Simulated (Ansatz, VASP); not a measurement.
## One calculation of SiO2, two programs

```
CELL_PARAMETERS angstrom
3.77416 0.00000 0.00000
0.00000 3.77416 0.00000
0.00000 0.00000 3.77416
ATOMIC_POSITIONS crystal
Si 0.00000 0.00000 0.00000
Si 0.50000 0.50000 0.50000
O 0.25000 0.25000 0.25000
O 0.25000 0.75000 0.75000
O 0.75000 0.75000 0.25000
O 0.75000 0.25000 0.75000
```

Alike in both runs: functional r2SCAN; k mesh 6 × 6 × 6; occupations gaussian, width 0.02 eV; no spin polarisation.

Ansatz relaxed the structure, and its values are those at the end. VASP's run is a single point on that final structure, the one shown.

```csv
,VASP,Ansatz
version,VASP 6.6.1,Ansatz 0.2.0
potentials or method,"VASP PAW PBE potentials, release 64 (Si, O), cutoff 520 eV","scalar-relativistic, plane waves, PAW"
valence electrons in the cell,32,32
```

```csv
,VASP,Ansatz,Ansatz less VASP
gap on the k mesh at the Fermi level (eV),5.75,5.74,-0.011
least direct gap on the mesh (eV),6.34,6.32,-0.015
pressure (GPa),0.2,0.0,-0.20
```

VASP's potentials were made for PBE, not for r2SCAN.
